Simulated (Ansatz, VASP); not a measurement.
**Two plane-wave programs on GaAs**

File INCAR:

```
SYSTEM = GaAs
ALGO = Normal ; EDIFF = 1E-6
ENCUT = 500 ; GGA = PE
GGA_COMPAT = .False. ; ISIF = 2
ISMEAR = 0 ; LASPH = .True.
LCHARG = .True. ; LELF = .True.
LREAL = .False. ; LVHAR = .True.
LWAVE = .False. ; NBANDS = 16
NELM = 120 ; PREC = Accurate
SIGMA = 0.02
```

Contents of KPOINTS:

```
k-points
0
Gamma
  12 12 12
  0 0 0
```

The input POSCAR:

```
GaAs
1.0
    0.0000000000      2.9011351608      2.9011351608
    2.9011351608      0.0000000000      2.9011351608
    2.9011351608      2.9011351608      0.0000000000
Ga As
1 1
Direct
    0.0000000000      0.0000000000      0.0000000000
    0.2500000000      0.2500000000      0.2500000000
```

Input for Ansatz:

```yaml
crystal:
  lattice:
    - [0.0, 2.9011351608, 2.9011351608]
    - [2.9011351608, 0.0, 2.9011351608]
    - [2.9011351608, 2.9011351608, 0.0]
  atoms:
    - { symbol: Ga, position: [0.0, 0.0, 0.0] }
    - { symbol: As, position: [0.25, 0.25, 0.25] }
basis:
  ecutwfc: 420
kpoints:
  mp_grid: { grid: [12, 12, 12] }
hamiltonian:
  xc: pbe
scf:
  occupations: { method: gaussian, width: 0.02 }
  mixing: { beta: 0.2 }
  n_extra_bands: 16
output:
  forces: true
  stress: true
  eigenvalues: true
```

Alike in both runs: task single point; functional PBE; k mesh 12 × 12 × 12; occupations gaussian, width 0.02 eV; no spin polarisation.

```csv
,VASP,Ansatz
version,VASP 6.6.1,Ansatz 0.2.0
potentials or method,"VASP PAW PBE potentials, release 64 (Ga_d, As), cutoff 500 eV","scalar-relativistic, plane waves, PAW"
valence electrons in the cell,18,28
```

VASP gave:

| Quantity | Value |
| --- | --- |
| gap on the k mesh at the Fermi level (eV) | none |
| pressure (GPa) | -1.5 |

Q: Which values does Ansatz return?

A: gap on the k mesh at the Fermi level (eV): none; pressure (GPa): -1.6.

A gap of «none» marks a metal or a gap that the smearing closes. VASP's potentials hold 18 valence electrons a cell and Ansatz's 28, so a difference there can come from the potentials and not from the codes.
